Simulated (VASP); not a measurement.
# Si (a cell with a defect) in VASP: a series of runs, part 2 of 2

VASP 6.6.1. The steps go on from the part before.

### 4 Single point, LDA

File INCAR:

```
PREC     = Accurate       # precision mode
ENCUT    = 520            # plane-wave cutoff, eV
EDIFF    = 1E-7           # SCF threshold, eV
ISMEAR   = 0              # smearing method
SIGMA    = 0.05           # smearing width, eV
LREAL    = Auto         
LASPH    = True           # aspherical terms in the spheres
NELM     = 100            # most SCF steps
ALGO     = Normal         # electronic algorithm
ISIF     = 2              # what is computed and relaxed
LWAVE    = False          # write WAVECAR
LCHARG   = False          # write CHGCAR
GGA      = CA             # functional
NBANDS   = 48             # bands
```

File KPOINTS:

```
Automatic mesh
0
Gamma
  2 2 2
```

File POSCAR:

```
Si
1.0
    0.0000000000      5.4300000000      5.4300000000
    5.4300000000      0.0000000000      5.4300000000
    5.4300000000      5.4300000000      0.0000000000
Si
17
Direct
   -0.0011971455      0.0007277164      0.0002431860
    0.1280607735      0.1223933702      0.1214994475
    0.0015453959     -0.0046356354      0.5015455801
    0.1280175875      0.1224457643      0.6280511050
    0.0018461326      0.5024280847     -0.0060879374
    0.1281509208      0.6284906998      0.1217120626
    0.0017872007      0.5024833333      0.5018658379
    0.1246244015      0.6261024862      0.6246636280
    0.5002412523      0.0007134438      0.0002524862
    0.6249677716      0.1250837937      0.1249911602
    0.5002083794      0.0007632597      0.4988256906
    0.6214903315      0.1224310313      0.6280632597
    0.5003507366      0.4989067219      0.0004214549
    0.6216805709      0.6284733886      0.1217269797
    0.4938770718      0.5024676796      0.5018831492
    0.6216289134      0.6285338858      0.6282278085
    0.8746067219      0.3761435543      0.3746680479
```

Command:

```sh
> cat potpaw_LDA.64/Si/POTCAR > POTCAR
> mpirun -np 1 vasp_std > vasp.out
```

Run time: 3.2 min. Hardware: 1 thread of Intel Xeon Platinum 8259CL at 2.50GHz (Skylake/Cascade Lake), shared host; peak memory 0.37 GiB.

The run converged. Its results:

```
Free energy            : -97.5581 eV
Pressure               : 1.7 GPa
Largest force          : 0.030 eV/Å
Band gap on the k mesh : zero (band 34 reaches 6.81 eV, above the bottom of band 35 at 6.57 eV)
```

Forces in eV/Å, atoms in the order of the input:
```
Si   0.017 -0.017 -0.018
Si   0.021  0.002 -0.002
Si  -0.009  0.009 -0.009
Si  -0.002 -0.020 -0.002
Si  -0.004 -0.006  0.006
Si   0.002 -0.003 -0.016
Si   0.007  0.005  0.007
Si  -0.002  0.002 -0.002
Si   0.017  0.018  0.017
Si   0.001 -0.001  0.001
Si  -0.018 -0.017  0.017
Si  -0.002  0.002  0.020
Si  -0.015  0.015 -0.015
Si   0.002  0.016  0.002
Si   0.007 -0.007 -0.005
Si  -0.017 -0.003  0.002
Si  -0.004  0.003 -0.003
```

Levels at points of the mesh, in eV from the Fermi level:
```
           k point  band 30  band 31  band 32  band 33  band 34  band 35  band 36  band 37  band 38  band 39
(0.00, 0.00, 0.00)    -1.68    -0.76    -0.76    -0.76    -0.22    -0.22    -0.22     0.06     0.06     0.41
(0.50, 0.00, 0.00)    -1.51    -1.51    -1.36    -1.36    -0.34     0.54     0.54     0.88     0.88     1.27
(0.00, 0.50, 0.00)    -1.51    -1.51    -1.36    -1.36    -0.34     0.54     0.54     0.88     0.88     1.27
(0.00, 0.00, 0.50)    -1.51    -1.51    -1.36    -1.36    -0.34     0.54     0.54     0.88     0.88     1.27
(0.50, 0.50, 0.50)    -1.51    -1.51    -1.36    -1.36    -0.34     0.54     0.54     0.88     0.88     1.27
(0.50, 0.50, 0.00)    -1.95    -1.95    -1.81    -0.97     0.02     0.73     1.03     1.03     1.14     1.91
(0.00, 0.50, 0.50)    -1.95    -1.95    -1.81    -0.97     0.02     0.73     1.03     1.03     1.14     1.91
(0.50, 0.00, 0.50)    -1.95    -1.95    -1.81    -0.97     0.02     0.73     1.03     1.03     1.14     1.91
```

Caveat: the k points lie up to 0.50 Å⁻¹ apart.

### 5 Single point, LDA

File INCAR:

```
SYSTEM = Si
ALGO = Normal
EDIFF = 1E-6
ENCUT = 520
ISIF = 2
ISMEAR = 0
LASPH = .True.
LCHARG = .False.
LREAL = Auto
LWAVE = .False.
NBANDS = 48
NELM = 80
PREC = Accurate
SIGMA = 0.05
```

File KPOINTS:

```
k-points
0
Gamma
  2 2 2
  0 0 0
```

File POSCAR:

```
Si
1.0
    0.0000000000      5.4300000000      5.4300000000
    5.4300000000      0.0000000000      5.4300000000
    5.4300000000      5.4300000000      0.0000000000
Si
17
Direct
   -0.0008722836      0.0004943831     -0.0004253223
    0.1227152855      0.1229057090      0.1227712707
   -0.0031556169     -0.0032438306      0.5028907919
    0.1231197974      0.1232916206      0.6302470534
   -0.0032490792      0.5031838858     -0.0032835175
    0.1228143646      0.6312627993      0.1228694291
   -0.0031272560      0.5034020258      0.5029491713
    0.1263372928      0.6245612339      0.6245153775
    0.5027752302     -0.0032127993     -0.0031586556
    0.6297596685      0.1234357274      0.1233191529
    0.5030434622     -0.0031406998      0.5032469613
    0.6246305709      0.1260419890      0.6246370166
    0.5028371087      0.5034936464     -0.0031339779
    0.6245441989      0.6245963168      0.1262395948
    0.5001811234      0.4998964088      0.5000860958
    0.6246596685      0.6246953959      0.6246653775
    1.2491474217      0.2504809392      0.2495746777
```

Command:

```sh
> cat potpaw_LDA.64/Si/POTCAR > POTCAR
> mpirun -np 1 vasp_std > vasp.out
```

Wall time 2.8 min (1 thread of Intel Xeon Platinum 8259CL at 2.50GHz (Skylake/Cascade Lake), shared host); peak memory 0.37 GiB.

Results (log left out):

- Free energy: -97.5580 eV
- Pressure: 1.7 GPa
- Largest force: 0.029 eV/Å
- Band gap on the k mesh: zero (band 34 reaches 6.81 eV, above the bottom of band 35 at 6.57 eV)

Forces in eV/Å, atoms in the order of the input:
```
Si   0.000 -0.005 -0.002
Si   0.003 -0.003  0.001
Si   0.004  0.002  0.016
Si   0.012  0.008 -0.014
Si   0.002  0.016  0.001
Si   0.001 -0.007  0.000
Si  -0.016  0.001 -0.003
Si  -0.014  0.014  0.014
Si   0.017  0.003  0.004
Si  -0.018  0.014  0.017
Si  -0.001 -0.021  0.000
Si   0.017 -0.015  0.017
Si  -0.004  0.002 -0.018
Si   0.015  0.015 -0.015
Si   0.000 -0.003 -0.001
Si  -0.017 -0.016 -0.017
Si   0.000 -0.004 -0.002
```

Levels at points of the mesh, in eV from the Fermi level:
| k point | band 30 | band 31 | band 32 | band 33 | band 34 | band 35 | band 36 | band 37 | band 38 | band 39 |
| --- | --- | --- | --- | --- | --- | --- | --- | --- | --- | --- |
| (0.00, 0.00, 0.00) | -1.68 | -0.76 | -0.76 | -0.76 | -0.22 | -0.22 | -0.21 | 0.06 | 0.06 | 0.41 |
| (0.50, 0.00, 0.00) | -1.51 | -1.51 | -1.36 | -1.36 | -0.34 | 0.54 | 0.54 | 0.88 | 0.89 | 1.27 |
| (0.00, 0.50, 0.00) | -1.51 | -1.51 | -1.36 | -1.36 | -0.34 | 0.54 | 0.55 | 0.88 | 0.88 | 1.27 |
| (0.00, 0.00, 0.50) | -1.51 | -1.51 | -1.36 | -1.35 | -0.34 | 0.54 | 0.54 | 0.88 | 0.88 | 1.27 |
| (0.50, 0.50, 0.50) | -1.51 | -1.51 | -1.36 | -1.36 | -0.34 | 0.54 | 0.55 | 0.88 | 0.88 | 1.27 |
| (0.50, 0.50, 0.00) | -1.95 | -1.95 | -1.81 | -0.97 | 0.02 | 0.73 | 1.03 | 1.03 | 1.14 | 1.91 |
| (0.00, 0.50, 0.50) | -1.95 | -1.95 | -1.81 | -0.97 | 0.02 | 0.73 | 1.03 | 1.03 | 1.14 | 1.91 |
| (0.50, 0.00, 0.50) | -1.95 | -1.95 | -1.81 | -0.97 | 0.02 | 0.73 | 1.03 | 1.03 | 1.14 | 1.91 |

Caveat: the k points lie up to 0.50 Å⁻¹ apart.
